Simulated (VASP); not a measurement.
Write the native input for VASP 6.6.1 that does the following.

- Task: single point
- Functional: PBE
- Dispersion: D3(BJ)
- Potentials or basis: VASP PAW PBE potentials, release 64 (Ir, O)
- Cutoff: 520 eV
- k mesh: 5 × 5 × 1
- Occupations: gaussian, width 0.1 eV
- Spin: no spin polarisation
- Dipole correction: yes
- Further INCAR settings: ALGO = Normal; EDIFF = 1e-06; NBANDS = 69

The structure of Ir12O lies in POSCAR:

```
Ir12O
1.0
    5.4309029918      0.0000000000      0.0000000000
    0.0000000000      5.4309029918      0.0000000000
    0.0000000000      0.0000000000     21.0013955423
Ir O
12 1
Direct
    0.2500000000      0.2500000000      0.1904635333
    0.2500000000      0.7500000000      0.1904635333
    0.7500000000      0.2500000000      0.1904635333
    0.7500000000      0.7500000000      0.1904635333
    0.0000000000      0.0000000000      0.2785823619
    0.0000000000      0.5000000000      0.2785823619
    0.5000000000      0.0000000000      0.2785823619
    0.5000000000      0.5000000000      0.2785823619
    0.2500000000      0.2500000000      0.3667087517
    0.2500000000      0.7500000000      0.3667087517
    0.7500000000      0.2500000000      0.3667087517
    0.7500000000      0.7500000000      0.3667087517
    0.3333333333      0.3333333333      0.5238411667
```

One way to write it, as run:

INCAR

```
SYSTEM = Ir12O
PREC = Accurate
ENCUT = 520
EDIFF = 1E-6
ISMEAR = 0
SIGMA = 0.1
LREAL = .FALSE.
LASPH = .TRUE.
NELM = 80
ALGO = Normal
ISIF = 2
LWAVE = .FALSE.
LCHARG = .TRUE.
LDIPOL = .TRUE.
IDIPOL = 3
DIPOL = 0.5 0.5 0.297
GGA = PE
IVDW = 12
LELF = .TRUE.
LVHAR = .TRUE.
LVACPOTAV = .TRUE.
NBANDS = 69
```

KPOINTS

```
regular mesh
0
G
  5 5 1
  0 0 0
```

Potentials or basis: VASP PAW PBE potentials, release 64 (Ir, O).

The run is started by

```bash
$ cat potpaw_PBE.64/Ir/POTCAR potpaw_PBE.64/O/POTCAR > POTCAR
$ mpirun -np 1 vasp_std > vasp.out
```

Results of the run:

- Largest force: 1.352 eV/Å
- Band gap on the k mesh: zero (bands 57 and 58 overlap by 0.98 eV)
- Dispersion energy per atom: -0.420 eV

Caveat: spin-orbit coupling is left out, which moves the levels of the heavy elements.

Wall time 13 min on 1 thread of Intel(R) Xeon(R) 6975P-C (Granite Rapids), on a shared host, peak memory 0.68 GiB.
